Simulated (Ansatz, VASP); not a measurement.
# ZrS2: VASP beside Ansatz

File INCAR:

```
PREC = Accurate
ENCUT = 400
EDIFF = 1E-6
ISMEAR = 0
SIGMA = 0.03
LREAL = False
LASPH = True
NELM = 120
ALGO = Normal
ISIF = 2
LWAVE = False
LCHARG = True
LDIPOL = True
IDIPOL = 3
DIPOL = 0.5 0.5 0.500
GGA = PE
LELF = True
LVHAR = True
LVACPOTAV = True
NBANDS = 19
GGA_COMPAT = False
NELMDL = -8
```

KPOINTS

```
regular mesh
0
Gamma
  12 12 1
```

The input POSCAR:

```
ZrS2
1.0
    3.6484476742      0.0000000000      0.0000000000
   -1.8242238371      3.1596483702      0.0000000000
    0.0000000000      0.0000000000     18.9177010306
S Zr
2 1
Direct
    0.3333333333      0.6666666667      0.4228843657
    0.6666666667      0.3333333333      0.5771156343
    0.0000000000      0.0000000000      0.5000000000
```

Input for Ansatz:

```yaml
crystal:
  lattice:
    - [3.6484476742, 0.0, 0.0]
    - [-1.8242238371, 3.1596483702, 0.0]
    - [0.0, 0.0, 18.9177010306]
  atoms:
    - { symbol: S, position: [0.3333333333, 0.6666666667, 0.4228843657] }
    - { symbol: Zr, position: [0.0, 0.0, 0.5] }
    - { symbol: S, position: [0.6666666667, 0.3333333333, 0.5771156343] }
basis:
  ecutwfc: 420
kpoints:
  mp_grid: { grid: [12, 12, 1] }
hamiltonian:
  xc: pbe
  pseudopotentials: { kind: paw, azcp: { folder: soft_1 } }
scf:
  occupations: { method: gaussian, width: 0.03 }
  n_extra_bands: 7
  max_iter: 160
output:
  forces: true
  eigenvalues: true
  write_density: true
  write_potential: true
  elf: true
  volumetric_format: npy
efield:
  axis: 3
  dipole_correction: true
```

Alike in both runs: task single point; functional PBE; k mesh 12 × 12 × 1; occupations gaussian, width 0.03 eV; no spin polarisation.

```csv
,VASP,Ansatz
version,VASP 6.6.1,Ansatz 0.2.0
potentials or method,"VASP PAW PBE potentials, release 64 (S, Zr_sv), cutoff 400 eV","scalar-relativistic, plane waves, PAW"
valence electrons in the cell,24,24
```

Ansatz gave:

| Property | Result |
| --- | --- |
| gap on the k mesh at the Fermi level (eV) | 1.10 |
| least direct gap on the mesh (eV) | 1.68 |
| rms of the force components (eV/Å) | 0.035 |

Task: Which values does VASP return?

Result: gap on the k mesh at the Fermi level (eV): 1.10; least direct gap on the mesh (eV): 1.69; rms of the force components (eV/Å): 0.039.
